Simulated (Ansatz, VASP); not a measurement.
BeCd2S3: VASP beside Ansatz

```xyz
6
Lattice="2.9186 1.6851 4.2910 -2.9186 1.6851 4.2910 0.0000 -3.3702 4.2910" Properties=species:S:1:pos:R:3 pbc="T T T"
Be    0.0000    0.0000    6.4366
Cd    0.0000    0.0000   11.2260
Cd    0.0000    0.0000    1.6471
S     0.0000    1.6851    4.2910
S    -1.4593   -0.8425    4.2910
S     1.4593   -0.8425    4.2910
```

Change from the starting cell: species swapped into the Ca2GePd3 type (R-3m, No. 166).

Alike in both runs: task single point; functional PBE; k mesh 6 × 6 × 6; occupations gaussian, width 0.1 eV; no spin polarisation.

|  | VASP | Ansatz |
| --- | --- | --- |
| version | VASP 6.6.1 | Ansatz 0.2.0 |
| potentials or method | VASP PAW PBE potentials, release 64 (Be, Cd, S), cutoff 520 eV | scalar-relativistic, plane waves, PAW |
| valence electrons in the cell | 44 | 60 |

Ansatz gave:

* gap on the k mesh at the Fermi level (eV): none
* pressure (GPa): -6.4
* traceless stress, the component that is largest in VASP (GPa): -4.85
* rms of the force components (eV/Å): 0.020

Question: Which values does VASP return?

Answer: gap on the k mesh at the Fermi level (eV): none; pressure (GPa): -6.3; traceless stress, the component that is largest in VASP (GPa): -4.83; rms of the force components (eV/Å): 0.020.

Atom by atom the forces differ by 0.001 eV/Å (rms over components). A gap of «none» marks a metal or a gap that the smearing closes. VASP's potentials hold 44 valence electrons a cell and Ansatz's 60, so a difference there can come from the potentials and not from the codes.
